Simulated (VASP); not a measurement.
# LaP2Ru2 (ThCr2Si2 type) (I4/mmm) in VASP: single point with LDA

Aim: the single point of LaP2Ru2 (ThCr2Si2 type) with LDA.

Program: VASP 6.6.1. These are calculated values, not measurements. Logs are shortened: lines on timing, memory, paths and dates and some standing lists are left out, and cuts for length are marked.

## Step 1: The cell of the first run

Symmetry: I4/mmm, No. 139, tetragonal system. Conventional cell: a = 4.006 Å, b = 4.006 Å, c = 9.829 Å, α = 90.00°, β = 90.00°, γ = 90.00°. La (site symmetry 4/mmm) has 10 P at 3.11 to 3.62 Å and 8 Ru at 3.17 Å and 4 La at 4.01 Å within 4.1 Å. Within 3.2 Å of Ru (site symmetry -4m2) lie 4 P at 2.32 Å and 4 Ru at 2.83 Å and 4 La at 3.17 Å. P (site symmetry 4mm) has 4 Ru at 2.32 Å and 1 P at 2.59 Å and 4 La at 3.11 Å within 3.2 Å.

## Step 2: Single point, LDA

File INCAR:

```
PREC = Accurate
ENCUT = 520
EDIFF = 1E-7
ISMEAR = 0
SIGMA = 0.03
LREAL = F
LASPH = T
NELM = 60
ALGO = Normal
ISIF = 2
LWAVE = F
LCHARG = F
GGA = CA
NBANDS = 32
```

File KPOINTS:

```
Automatic mesh
0
Gamma
  14 14 14
```

File POSCAR:

```
LaP2Ru2
1.0
   -2.0030359112      2.0030359112      4.9144261044
    2.0030359112     -2.0030359112      4.9144261044
    2.0030359112      2.0030359112     -4.9144261044
La Ru P
1 2 2
Direct
    0.0000000000      0.0000000000      0.0000000000
    0.7500000000      0.2500000000      0.5000000000
    0.2500000000      0.7500000000      0.5000000000
    0.3682437364      0.3682437364      0.0000000000
    0.6317562636      0.6317562636      0.0000000000
```

Potentials or basis: VASP PAW LDA potentials, release 64 (La, Ru_pv, P).

Command:

```sh
cat potpaw_LDA.64/La/POTCAR potpaw_LDA.64/Ru_pv/POTCAR potpaw_LDA.64/P/POTCAR > POTCAR
mpirun -np 1 vasp_std > vasp.out
```

OUTCAR:

```text
PREC = Accurate
   ENCUT = 520
   EDIFF = 1E-7
   ISMEAR = 0
   LREAL = F
   LASPH = T
   NELM = 60
   ISIF = 2
   GGA = CA

 ion  position               nearest neighbor table
   1  0.000  0.000  0.000-   5 3.11   5 3.11   5 3.11   4 3.11   4 3.11   4 3.11   5 3.11   4 3.11
                             2 3.17   3 3.17   2 3.17   3 3.17   2 3.17   2 3.17   3 3.17   3 3.17
   2  0.750  0.250  0.500-   5 2.32   4 2.32   4 2.32   5 2.32   3 2.83   3 2.83   3 2.83   3 2.83
                             1 3.17   1 3.17   1 3.17   1 3.17
   3  0.250  0.750  0.500-   5 2.32   4 2.32   4 2.32   5 2.32   2 2.83   2 2.83   2 2.83   2 2.83
                             1 3.17   1 3.17   1 3.17   1 3.17
   4  0.368  0.368  0.000-   2 2.32   3 2.32   3 2.32   2 2.32   5 2.59   1 3.11   1 3.11   1 3.11
                             1 3.11
   5  0.632  0.632  0.000-   2 2.32   3 2.32   3 2.32   2 2.32   4 2.59   1 3.11   1 3.11   1 3.11
                             1 3.11

  LATTYP: Found a body centered tetragonal cell.
 ALAT       =     4.0060718224
 C/A-ratio  =     2.4534887652

  Lattice vectors:

 A1 = (  -2.0030359112,   2.0030359112,   4.9144261044)
 A2 = (   2.0030359112,  -2.0030359112,   4.9144261044)
 A3 = (   2.0030359112,   2.0030359112,  -4.9144261044)

Analysis of symmetry for initial positions (statically):
=====================================================================
 Subroutine PRICEL returns:
 Original cell was already a primitive cell.

 Routine SETGRP: Setting up the symmetry group for a
 body centered tetragonal supercell.

 Subroutine GETGRP returns: Found 16 space group operations
 (whereof 16 operations were pure point group operations)
 out of a pool of 16 trial point group operations.

The static configuration has the point symmetry D_4h.

Analysis of symmetry for dynamics (positions and initial velocities):
=====================================================================
 Subroutine PRICEL returns:
 Original cell was already a primitive cell.

 Routine SETGRP: Setting up the symmetry group for a
 body centered tetragonal supercell.

 Subroutine GETGRP returns: Found 16 space group operations
 (whereof 16 operations were pure point group operations)
 out of a pool of 16 trial point group operations.

The dynamic configuration has the point symmetry D_4h.

 Subroutine INISYM returns: Found 16 space group operations
 (whereof 16 operations are pure point group operations),
 and found     1 'primitive' translations

----------------------------------------------------------------------------------------

                                     Primitive cell

  volume of cell :      78.8697

  direct lattice vectors                    reciprocal lattice vectors
    -2.003035911  2.003035911  4.914426104     0.000000000  0.249621086  0.101741280
     2.003035911 -2.003035911  4.914426104     0.249621086  0.000000000  0.101741280
     2.003035911  2.003035911 -4.914426104     0.249621086  0.249621086  0.000000000

  length of vectors
     5.672379541  5.672379541  5.672379541     0.269558852  0.269558852  0.353017526

  position of ions in fractional coordinates (direct lattice)
     0.000000000  0.000000000  0.000000000
     0.750000000  0.250000000  0.500000000
     0.250000000  0.750000000  0.500000000
     0.368243736  0.368243736  0.000000000
     0.631756264  0.631756264  0.000000000

  ion indices of the primitive-cell ions
   primitive index   ion index
                 1           1
                 2           2
                 3           3
                 4           4
                 5           5

----------------------------------------------------------------------------------------

 KPOINTS: Automatic mesh

Automatic generation of k-mesh.
 Grid dimensions read from file:
 generate k-points for:   14   14   14

 Generating k-lattice:

  Cartesian coordinates                     Fractional coordinates (reciprocal lattice)
     0.000000000  0.017830078  0.007267234     0.071428571  0.000000000  0.000000000
     0.017830078  0.000000000  0.007267234     0.000000000  0.071428571  0.000000000
     0.017830078  0.017830078  0.000000000     0.000000000  0.000000000  0.071428571

  Length of vectors
     0.019254204  0.019254204  0.025215538

  Shift w.r.t. Gamma in fractional coordinates (k-lattice)
     0.000000000  0.000000000  0.000000000

 Subroutine IBZKPT returns following result:
 ===========================================

 Found    244 irreducible k-points:

 Following reciprocal coordinates:
            Coordinates               Weight
  0.000000  0.000000  0.000000      1.000000
  0.071429 -0.000000  0.000000      8.000000
  0.142857 -0.000000  0.000000      8.000000
  0.214286 -0.000000  0.000000      8.000000
  0.285714 -0.000000  0.000000      8.000000
  0.357143 -0.000000  0.000000      8.000000
[... 16 lines left out ...]
  0.214286  0.142857  0.000000     16.000000
  0.285714  0.142857  0.000000     16.000000
 [... further k-points ...]
   k-points           NKPTS =    244   k-points in BZ     NKDIM =    244   number of bands    NBANDS=     32
   number of dos      NEDOS =    301   number of ions     NIONS =      5
   total plane-waves  NPLWV =  74088
   dimension x,y,z NGX =    42 NGY =   42 NGZ =   42
   dimension x,y,z NGXF=    84 NGYF=   84 NGZF=   84
   ions per type =               1   2   2
   NGX,Y,Z   is equivalent  to a cutoff of  12.31, 12.31, 12.31 a.u.
   NGXF,Y,Z  is equivalent  to a cutoff of  24.62, 24.62, 24.62 a.u.
 SYSTEM =  unknown system
   PREC   = accura    normal or accurate (medium, high low for compatibility)
   ISTART =      0    job   : 0-new  1-cont  2-samecut
   ICHARG =      2    charge: 1-file 2-atom 10-const
   ISPIN  =      1    spin polarized calculation?
   LNONCOLLINEAR =      F non collinear calculations
   LSORBIT =      F    spin-orbit coupling
   LASPH  =      T    aspherical Exc in radial PAW
   ENCUT  =  520.0 eV  38.22 Ry    6.18 a.u.  10.55 10.55 10.55*2*pi/ulx,y,z
   NELM   =     60;   NELMIN=  2; NELMDL= -5     # of ELM steps
   EDIFF  = 0.1E-06   stopping-criterion for ELM
   LREAL  =      F    real-space projection
   EDIFFG = 0.1E-05   stopping-criterion for IOM
   NSW    =      0    number of steps for IOM
   IBRION =     -1    ionic relax: 0-MD 1-quasi-New 2-CG
   NFREE  =      0    steps in history (QN), initial steepest desc. (CG)
   ISIF   =      2    stress and relaxation
   ISYM   =      2    0-nonsym 1-usesym 2-fastsym
   POTIM  = 0.5000    time-step for ionic-motion
   TEBEG  =    0.0;   TEEND  =   0.0 temperature during run
   PSTRESS=    0.0 pullay stress
   NELECT =      49.0000    total number of electrons
   NUPDOWN=      -1.0000    fix difference up-down
   EMIN   =  10.00;   EMAX   =-10.00  energy-range for DOS
   EFERMI =   0.00;   METHOD = LEGACY
   ISMEAR =     0;   SIGMA  =   0.03  broadening in eV -4-tet -1-fermi 0-gaus
   EFERMI_NEDOS =   21; number of points for ismear=-14 and -15
   IALGO  =     38    algorithm
   IMIX   =      4    mixing-type and parameters
     AMIX     =   0.40;   BMIX     =  1.00
     AMIX_MAG =   1.60;   BMIX_MAG =  1.00
  volume/ion in A,a.u.               =      15.77       106.45
  Fermi-wavevector in a.u.,A,eV,Ry     =   1.396915  2.639787 26.550036  1.951373
  Thomas-Fermi vector in A             =   2.520223
   LORBIT       =      0    0 simple, 1 ext, 2 COOP (PROOUT), +10 PAW based schemes
   GGA     = CA    functional components
   LHFCALC =     F    Hartree Fock is set to
   AEXX    =    0.0000 exact exchange contribution
   IVDW    =     0    specifies the selected vdW correction
   LEPSILON=     F    determine dielectric tensor
   LRPA    =     F    only Hartree local field effects (RPA)
 non-spin polarized calculation
 Gauss-broadening in eV      SIGMA  =   0.03
  energy-cutoff  :      520.00
  volume of cell :       78.87
 maximum number of plane-waves:      2158
   NGX = 21   NGY = 21   NGZ = 21

 number of electron      48.9999995 magnetization

 Free energy of the ion-electron system (eV)
  ---------------------------------------------------
  ext. energy  EPLUGINS =         0.00000000
  ---------------------------------------------------
  free energy    TOTEN  =       -44.44037871 eV

  energy without entropy =      -44.43918711  energy(sigma->0) =      -44.43978291

 E-fermi :  12.0214     XC(G=0): -12.5196

 val. band max:       12.0200465271   @ k =   0.3571   0.1429   0.0714
 cond. band min:      12.0225679288   @ k =  -0.2857   0.2857   0.2857
 fundamental gap:      0.0025214017
 Fermi energy:        12.0213668448

 k-point     1 :       0.0000    0.0000    0.0000
  band No.  band energies     occupation
      1     -30.9418      2.00000
      2     -30.9418      2.00000
      3     -30.6414      2.00000
      4     -30.6136      2.00000
      5     -30.6136      2.00000
      6     -30.5545      2.00000
[... 24 lines left out ...]
     31      14.7419      0.00000
     32      14.8507      0.00000

 k-point     2 :       0.0714   -0.0000    0.0000
  band No.  band energies     occupation
      1     -30.9383      2.00000
      2     -30.9378      2.00000
      3     -30.6403      2.00000
      4     -30.6184      2.00000
      5     -30.6178      2.00000
      6     -30.5555      2.00000
[... 24 lines left out ...]
     31      14.7352      0.00000
     32      14.8391      0.00000
[... 733 lines left out ...]
     31      14.6835      0.00000
     32      14.7423      0.00000

 k-point    24 :       0.2857    0.1429    0.0000
  band No.  band energies     occupation
      1     -30.9452      2.00000
      2     -30.8046      2.00000
      3     -30.7627      2.00000
      4     -30.6218      2.00000
      5     -30.6188      2.00000
      6     -30.5725      2.00000
[... 24 lines left out ...]
     31      14.6539      0.00000
     32      14.7268      0.00000

 [... further k-points ...]

------------------------ aborting loop because EDIFF is reached ----------------------------------------

  FORCE on cell =-STRESS in cart. coord.  units (eV):
  Direction    XX          YY          ZZ          XY          YZ          ZX
  --------------------------------------------------------------------------------------
  -------------------------------------------------------------------------------------
  Total        2.6080501      2.6080501      2.5109747      0.0000000      0.0000000      0.0000000
  in kB       52.9805226     52.9805226     51.0085111      0.0000000      0.0000000      0.0000000
  external PRESSURE =      52.3231854 kB  Pullay stress =       0.0000000 kB

 VOLUME and BASIS-vectors are now :
 -----------------------------------------------------------------------------
  energy-cutoff  :      520.00
  volume of cell :       78.87
      direct lattice vectors                 reciprocal lattice vectors
    -2.003035911  2.003035911  4.914426104     0.000000000  0.249621086  0.101741280
     2.003035911 -2.003035911  4.914426104     0.249621086  0.000000000  0.101741280
     2.003035911  2.003035911 -4.914426104     0.249621086  0.249621086  0.000000000

 POSITION                                       TOTAL-FORCE (eV/Angst)
 -----------------------------------------------------------------------------------
      0.00000      0.00000      0.00000        -0.000000     -0.000000     -0.000000
     -0.00000      2.00304      2.45721        -0.000000     -0.000000      0.000000
      2.00304     -0.00000      2.45721        -0.000000     -0.000000      0.000000
      0.00000      0.00000      3.61941         0.000000      0.000000      0.030647
      0.00000      0.00000      6.20944        -0.000000     -0.000000     -0.030647
 -----------------------------------------------------------------------------------
    total drift:                               -0.000000     -0.000000     -0.000000

  FREE ENERGIE OF THE ION-ELECTRON SYSTEM (eV)
  ---------------------------------------------------
  free  energy   TOTEN  =       -44.4403787081 eV

  energy  without entropy=      -44.4391871138  energy(sigma->0) =      -44.43978291
```

Wall time 11 min (1 thread of Intel Xeon Platinum 8488C (Sapphire Rapids), shared host); peak memory 0.72 GiB.

What came out:

* Free energy: -44.4404 eV
* Pressure: 5.2 GPa
* Largest force: 0.031 eV/Å
* Band gap on the k mesh: zero (an odd number of electrons rules out a gap without spin polarisation)

Forces on the atoms (eV/Å):
```
La   0.000  0.000  0.000
Ru   0.000  0.000  0.000
Ru   0.000  0.000  0.000
P    0.000  0.000  0.031
P    0.000  0.000 -0.031
```

Stress tensor (GPa, compression positive):
```
5.30 0.00 0.00
0.00 5.30 0.00
0.00 0.00 5.10
```

Caveat: the cell stands under pressure; spin-orbit coupling is left out, which moves the levels of the heavy elements.
